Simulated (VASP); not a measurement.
# C (R-3m) in VASP: further runs

The runs below take C through single point, with PBE+D3(BJ).

Everything below comes from runs of VASP 6.6.1. Logs are shortened: lines on timing, memory, paths and dates and some standing lists are left out, and cuts for length are marked.

### Step 1. The cell of the first run

Symmetry: R-3m, No. 166, trigonal system. Conventional cell: a = 2.506 Å, b = 2.506 Å, c = 10.251 Å, α = 90.00°, β = 90.00°, γ = 120.00°. Within 1.9 Å of C (site symmetry 3m) lie 3 C at 1.46 Å.

### Step 2. Single point, PBE+D3(BJ) (atoms displaced along a vibrational mode, the cell strained)

Input file INCAR:

```
SYSTEM = C
PREC = Accurate
ENCUT = 520
EDIFF = 1E-7
ISMEAR = 0
SIGMA = 0.05
LREAL = .False.
LASPH = .True.
NELM = 80
ALGO = Normal
ISIF = 2
LWAVE = .False.
LCHARG = .True.
GGA = PE
IVDW = 12
LELF = .True.
LVHAR = .True.
NBANDS = 11
```

Input file KPOINTS:

```
Automatic mesh
0
Gamma
  15 15 15
  0 0 0
```

Input file POSCAR:

```
C
1.0
    1.2530633577      0.7234564669      3.4170642636
   -1.2530633577      0.7234564669      3.4170642636
    0.0000000000     -1.4469129338      3.4170642636
C
2
Direct
    0.1760175946      0.1760175946      0.1760175946
    0.8239824054      0.8239824054      0.8239824054
```

Potentials or basis: VASP PAW PBE potentials, release 64 (C).

Run with:

```
> cat potpaw_PBE.64/C/POTCAR > POTCAR
> mpirun -np 1 vasp_std > vasp.out
```

OUTCAR:

```text
SYSTEM = C
   PREC = Accurate
   ENCUT = 520
   EDIFF = 1E-7
   ISMEAR = 0
   LREAL = .False.
   LASPH = .True.
   NELM = 80
   ISIF = 2
   GGA = PE
   IVDW = 12
 IVDW          = 12

 ion  position               nearest neighbor table
   1  0.176  0.176  0.176-   2 1.46   2 1.46   2 1.46
   2  0.824  0.824  0.824-   1 1.46   1 1.46   1 1.46

  LATTYP: Found a trigonal (rhomboedric) cell.
 ALAT       =     3.7107795973
 COS(alpha) =     0.7719417768

  Lattice vectors:

 A1 = (   1.2530633577,   0.7234564669,   3.4170642636)
 A2 = (  -1.2530633577,   0.7234564669,   3.4170642636)
 A3 = (   0.0000000000,  -1.4469129338,   3.4170642636)

Analysis of symmetry for initial positions (statically):
=====================================================================
 Subroutine PRICEL returns:
 Original cell was already a primitive cell.

 Routine SETGRP: Setting up the symmetry group for a
 trigonal (rhombohedral) supercell.

 Subroutine GETGRP returns: Found 12 space group operations
 (whereof 12 operations were pure point group operations)
 out of a pool of 12 trial point group operations.

The static configuration has the point symmetry D_3d.

Analysis of symmetry for dynamics (positions and initial velocities):
=====================================================================
 Subroutine PRICEL returns:
 Original cell was already a primitive cell.

 Routine SETGRP: Setting up the symmetry group for a
 trigonal (rhombohedral) supercell.

 Subroutine GETGRP returns: Found 12 space group operations
 (whereof 12 operations were pure point group operations)
 out of a pool of 12 trial point group operations.

The dynamic configuration has the point symmetry D_3d.

 Subroutine INISYM returns: Found 12 space group operations
 (whereof 12 operations are pure point group operations),
 and found     1 'primitive' translations

----------------------------------------------------------------------------------------

                                     Primitive cell

  volume of cell :      18.5862

  direct lattice vectors                    reciprocal lattice vectors
     1.253063358  0.723456467  3.417064264     0.399022122  0.230375530  0.097549624
    -1.253063358  0.723456467  3.417064264    -0.399022122  0.230375530  0.097549624
     0.000000000 -1.446912934  3.417064264     0.000000000 -0.460751059  0.097549624

  length of vectors
     3.710779597  3.710779597  3.710779597     0.470964402  0.470964402  0.470964402
[... 88 lines left out ...]
   ISYM   =      2    0-nonsym 1-usesym 2-fastsym
   POTIM  = 0.5000    time-step for ionic-motion
   TEBEG  =    0.0;   TEEND  =   0.0 temperature during run
   PSTRESS=    0.0 pullay stress
   NELECT =       8.0000    total number of electrons
   NUPDOWN=      -1.0000    fix difference up-down
   EMIN   =  10.00;   EMAX   =-10.00  energy-range for DOS
   EFERMI =   0.00;   METHOD = LEGACY
   ISMEAR =     0;   SIGMA  =   0.05  broadening in eV -4-tet -1-fermi 0-gaus
   EFERMI_NEDOS =   21; number of points for ismear=-14 and -15
   IALGO  =     38    algorithm
   IMIX   =      4    mixing-type and parameters
     AMIX     =   0.40;   BMIX     =  1.00
     AMIX_MAG =   1.60;   BMIX_MAG =  1.00
  volume/ion in A,a.u.               =       9.29        62.71
  Fermi-wavevector in a.u.,A,eV,Ry     =   1.236066  2.335825 20.787775  1.527858
  Thomas-Fermi vector in A             =   2.370689
   LORBIT       =      0    0 simple, 1 ext, 2 COOP (PROOUT), +10 PAW based schemes
   GGA     = PE    functional components
   LHFCALC =     F    Hartree Fock is set to
   AEXX    =    0.0000 exact exchange contribution
   IVDW    =    12    specifies the selected vdW correction
   LEPSILON=     F    determine dielectric tensor
   LRPA    =     F    only Hartree local field effects (RPA)
 non-spin polarized calculation
 Gauss-broadening in eV      SIGMA  =   0.05
  energy-cutoff  :      520.00
  volume of cell :       18.59
 maximum number of plane-waves:       517
   NGX = 13   NGY = 13   NGZ = 13

 number of electron       8.0000000 magnetization

 Free energy of the ion-electron system (eV)
  ---------------------------------------------------
  ext. energy  EPLUGINS =         0.00000000
  ---------------------------------------------------
  free energy    TOTEN  =       -18.08797225 eV

  energy without entropy =      -18.08797225  energy(sigma->0) =      -18.08797225

 E-fermi :   4.1261     XC(G=0): -10.1503

 val. band max:        3.9399909520   @ k =  -0.3333   0.3333   0.0000
 cond. band min:       4.3121818201   @ k =  -0.3333   0.3333   0.0000
 fundamental gap:      0.3721908680
 Fermi energy:         4.1261199992

 k-point     1 :       0.0000    0.0000    0.0000
  band No.  band energies     occupation
      1     -14.9289      2.00000
      2      -1.9550      2.00000
      3       1.4947      2.00000
      4       1.4947      2.00000
      5       7.7662      0.00000
      6      12.2735      0.00000
      7      12.2735      0.00000
      8      15.6101      0.00000
      9      15.6368      0.00000
     10      26.4136      0.00000
     11      28.9962      0.00000
[... 309 lines left out ...]
 k-point    24 :       0.2000    0.1333    0.0000
  band No.  band energies     occupation
      1     -14.1776      2.00000
      2      -1.4800      2.00000
      3      -0.8442      2.00000
      4       0.1566      2.00000
      5       8.8474      0.00000
      6      12.5176      0.00000
      7      13.8457      0.00000
      8      14.3327      0.00000
      9      17.4353      0.00000
     10      24.0878      0.00000
     11      27.1988      0.00000

 [... further k-points ...]

------------------------ aborting loop because EDIFF is reached ----------------------------------------

 Edisp (eV)   -0.30303

 E8    (eV) :    -0.0858

  FORCE on cell =-STRESS in cart. coord.  units (eV):
  Direction    XX          YY          ZZ          XY          YZ          ZX
  --------------------------------------------------------------------------------------
  -------------------------------------------------------------------------------------
  Total      -2.14789    -2.14789    -0.65700     0.00000     0.00000    -0.00000
  in kB    -185.15351  -185.15351   -56.63485     0.00000     0.00000    -0.00000
  external pressure =     -142.31 kB  Pullay stress =        0.00 kB

 VOLUME and BASIS-vectors are now :
 -----------------------------------------------------------------------------
  energy-cutoff  :      520.00
  volume of cell :       18.59
      direct lattice vectors                 reciprocal lattice vectors
     1.253063358  0.723456467  3.417064264     0.399022122  0.230375530  0.097549624
    -1.253063358  0.723456467  3.417064264    -0.399022122  0.230375530  0.097549624
     0.000000000 -1.446912934  3.417064264     0.000000000 -0.460751059  0.097549624

 POSITION                                       TOTAL-FORCE (eV/Angst)
 -----------------------------------------------------------------------------------
      0.00000      0.00000      1.80439         0.000000     -0.000000     -3.204906
      0.00000      0.00000      8.44680         0.000000      0.000000      3.204906
 -----------------------------------------------------------------------------------
    total drift:                                0.000000     -0.000000      0.000000

  FREE ENERGIE OF THE ION-ELECTRON SYSTEM (eV)
  ---------------------------------------------------
  free  energy   TOTEN  =       -18.3909999347 eV

  energy  without entropy=      -18.3909999345  energy(sigma->0) =      -18.39099993
```

OSZICAR:

```text
N       E                     dE             d eps       ncg     rms          rms(c)
DAV:   1     0.697258603904E+01    0.69726E+01   -0.44681E+03  7752   0.658E+02
DAV:   2    -0.183776734077E+02   -0.25350E+02   -0.23960E+02  9840   0.129E+02
DAV:   3    -0.190352566435E+02   -0.65758E+00   -0.65636E+00  9422   0.176E+01
DAV:   4    -0.190377953597E+02   -0.25387E-02   -0.25385E-02  8770   0.136E+00
DAV:   5    -0.190378056610E+02   -0.10301E-04   -0.10301E-04  9580   0.803E-02    0.576E+00
DAV:   6    -0.183161067156E+02    0.72170E+00   -0.61870E-01  8717   0.448E+00    0.335E+00
DAV:   7    -0.180853836035E+02    0.23072E+00   -0.72245E-01  8988   0.484E+00    0.897E-01
DAV:   8    -0.180880339886E+02   -0.26504E-02   -0.15793E-02  8455   0.798E-01    0.926E-02
DAV:   9    -0.180879122229E+02    0.12177E-03   -0.43821E-04  9068   0.134E-01    0.439E-02
DAV:  10    -0.180879712928E+02   -0.59070E-04   -0.90187E-05  8525   0.659E-02    0.195E-02
DAV:  11    -0.180879720383E+02   -0.74547E-06   -0.50141E-06  9162   0.133E-02    0.248E-03
DAV:  12    -0.180879722556E+02   -0.21725E-06   -0.35629E-07  8467   0.445E-03    0.431E-04
DAV:  13    -0.180879722530E+02    0.25409E-08   -0.55381E-09  6083   0.549E-04
   1 F= -.18391000E+02 E0= -.18391000E+02  d E =-.158681E-09
```

stdout:

```text
POSCAR found type information on POSCAR C
 POSCAR found :  1 types and       2 ions
 scaLAPACK will be used
 LDA part: xc-table for (Slater+PW92), standard interpolation
 POSCAR, INCAR and KPOINTS ok, starting setup
 FFT: planning ... GRIDC
 FFT: planning ... GRID_SOFT
 FFT: planning ... GRID
 WAVECAR not read
 entering main loop
```

It took 2.9 min on 1 thread of Intel Xeon 8259CL, shared host; peak memory 0.2 GiB.

What came out:

- Free energy: -18.3910 eV
- Pressure: -14.2 GPa
- Largest force: 3.205 eV/Å
- Dispersion energy per atom: -0.152 eV

Forces on the atoms (eV/Å):
```
C    0.000  0.000 -3.205
C    0.000  0.000  3.205
```

Caveat: the cell differs from its parent crystal (atoms displaced along a vibrational mode, the cell strained); the stress differs along the axes, from -19 to -6 GPa; forces of over 1 eV/Å act on the atoms, so gaps and moduli don't describe the material at rest.

### Step 3. Single point, PBE+D3(BJ) (atoms displaced along a vibrational mode, the cell strained)

Input file INCAR:

```
SYSTEM = C
  PREC = Accurate
  ENCUT = 520
  EDIFF = 1E-6
  ISMEAR = 0
  SIGMA = 0.05
  LREAL = .FALSE.
  LASPH = .TRUE.
  NELM = 80
  ALGO = Normal
  ISIF = 2
  LWAVE = .FALSE.
  LCHARG = .FALSE.
  GGA = PE
  IVDW = 12
  NBANDS = 11
```

Input file KPOINTS:

```
regular mesh
0
G
  15 15 15
  0 0 0
```

Input file POSCAR:

```
C
1.0
    1.2530633577      0.7234564669      3.4170642636
   -1.2530633577      0.7234564669      3.4170642636
    0.0000000000     -1.4469129338      3.4170642636
C
2
Direct
    0.1684800132      0.1684800132      0.1684800132
    0.8315199868      0.8315199868      0.8315199868
```

Potentials or basis: VASP PAW PBE potentials, release 64 (C).

Run with:

```
> cat potpaw_PBE.64/C/POTCAR > POTCAR
> mpirun -np 1 vasp_std > vasp.out
```

OUTCAR:

```text
SYSTEM = C
   PREC = Accurate
   ENCUT = 520
   EDIFF = 1E-6
   ISMEAR = 0
   LREAL = .FALSE.
   LASPH = .TRUE.
   NELM = 80
   ISIF = 2
   GGA = PE
   IVDW = 12
 IVDW          = 12

 ion  position               nearest neighbor table
   1  0.168  0.168  0.168-   2 1.45   2 1.45   2 1.45
   2  0.832  0.832  0.832-   1 1.45   1 1.45   1 1.45

  LATTYP: Found a trigonal (rhomboedric) cell.
 ALAT       =     3.7107795973
 COS(alpha) =     0.7719417768

  Lattice vectors:

[... 520 lines left out ...]

 [... further k-points ...]

------------------------ aborting loop because EDIFF is reached ----------------------------------------

 Edisp (eV)   -0.30258

 E8    (eV) :    -0.0856

  FORCE on cell =-STRESS in cart. coord.  units (eV):
  Direction    XX          YY          ZZ          XY          YZ          ZX
  --------------------------------------------------------------------------------------
  -------------------------------------------------------------------------------------
  Total      -2.20075    -2.20075    -0.07385     0.00000    -0.00000     0.00000
  in kB    -189.71096  -189.71096    -6.36641     0.00000    -0.00000     0.00000
  external pressure =     -128.60 kB  Pullay stress =        0.00 kB

 VOLUME and BASIS-vectors are now :
 -----------------------------------------------------------------------------
  energy-cutoff  :      520.00
  volume of cell :       18.59
      direct lattice vectors                 reciprocal lattice vectors
     1.253063358  0.723456467  3.417064264     0.399022122  0.230375530  0.097549624
    -1.253063358  0.723456467  3.417064264    -0.399022122  0.230375530  0.097549624
     0.000000000 -1.446912934  3.417064264     0.000000000 -0.460751059  0.097549624

 POSITION                                       TOTAL-FORCE (eV/Angst)
 -----------------------------------------------------------------------------------
      0.00000      0.00000      1.72712         0.000000     -0.000000     -0.635179
      0.00000      0.00000      8.52407         0.000000      0.000000      0.635179
 -----------------------------------------------------------------------------------
    total drift:                                0.000000      0.000000     -0.000000

  FREE ENERGIE OF THE ION-ELECTRON SYSTEM (eV)
  ---------------------------------------------------
  free  energy   TOTEN  =       -18.6874669052 eV

  energy  without entropy=      -18.6874669052  energy(sigma->0) =      -18.68746691
```

Wall time 2.5 min (1 thread of Intel Xeon 8259CL, shared host); peak memory 0.2 GiB.

Results:

- Free energy: -18.6875 eV
- Pressure: -12.9 GPa
- Largest force: 0.635 eV/Å
- Dispersion energy per atom: -0.151 eV

Forces in eV/Å, atoms in the order of the input:
```
C    0.000  0.000 -0.635
C    0.000  0.000  0.635
```

Stress tensor (GPa, compression positive):
```
-18.97   0.00   0.00
  0.00 -18.97   0.00
  0.00   0.00  -0.64
```

Caveat: the cell differs from its parent crystal (atoms displaced along a vibrational mode, the cell strained); the stress differs along the axes, from -19 to -1 GPa.

### Step 4. Single point, PBE+D3(BJ) (atoms displaced along a vibrational mode, the cell strained)

Input file INCAR:

```
ALGO = Normal
EDIFF = 1E-7
ENCUT = 520
GGA = PE
ISIF = 2
ISMEAR = 0
IVDW = 12
LASPH = T
LCHARG = F
LREAL = F
LWAVE = F
NBANDS = 11
NELM = 60
PREC = Accurate
SIGMA = 0.05
```

Input file KPOINTS:

```
k-points
0
Gamma
  15 15 15
```

Input file POSCAR:

```
C
1.0
    1.2530633577      0.7234564669      3.4170642636
   -1.2530633577      0.7234564669      3.4170642636
    0.0000000000     -1.4469129338      3.4170642636
C
2
Direct
    0.1647112226      0.1647112226      0.1647112226
    0.8352887774      0.8352887774      0.8352887774
```

Run with:

```
> cat potpaw_PBE.64/C/POTCAR > POTCAR
> mpirun -np 1 vasp_std > vasp.out
```

Wall time 2.9 min (1 thread of Intel Xeon 8259CL, shared host); peak memory 0.2 GiB.

It converged, with:

| Item | Value |
| --- | --- |
| Free energy | -18.6871 eV |
| Pressure | -12.9 GPa |
| Largest force | 0.643 eV/Å |
| Dispersion energy per atom | -0.151 eV |

Forces on the atoms (eV/Å):
```
C    0.000  0.000  0.643
C    0.000  0.000 -0.643
```

Stress tensor (GPa, compression positive):
```
-18.93   0.00   0.00
  0.00 -18.93   0.00
  0.00   0.00  -0.75
```

Caveat: the cell differs from its parent crystal (atoms displaced along a vibrational mode, the cell strained); the stress differs along the axes, from -19 to -1 GPa.

### Step 5. Overview

| cell | pressure (GPa) | largest force (eV/Å) |
| --- | --- | --- |
| as given, atomic positions A | -14.2 | 3.20 |
| as given, atomic positions B | -12.9 | 0.64 |
| as given, atomic positions C | -12.9 | 0.64 |

Alike in all rows: task single point; level PBE+D3(BJ); potentials or basis VASP PAW PBE potentials, release 64 (C); no spin polarisation; k mesh 15 × 15 × 15; cutoff (eV) 520; smearing gaussian 0.05 eV.

Caveats: the stress differs along the axes, from -19 to -1 GPa (at least some runs); the stress differs along the axes, from -19 to -6 GPa (at least some runs); forces of over 1 eV/Å act on the atoms, so gaps and moduli don't describe the material at rest (at least some runs).

Absolute energies hang on the potentials; compare differences alone.
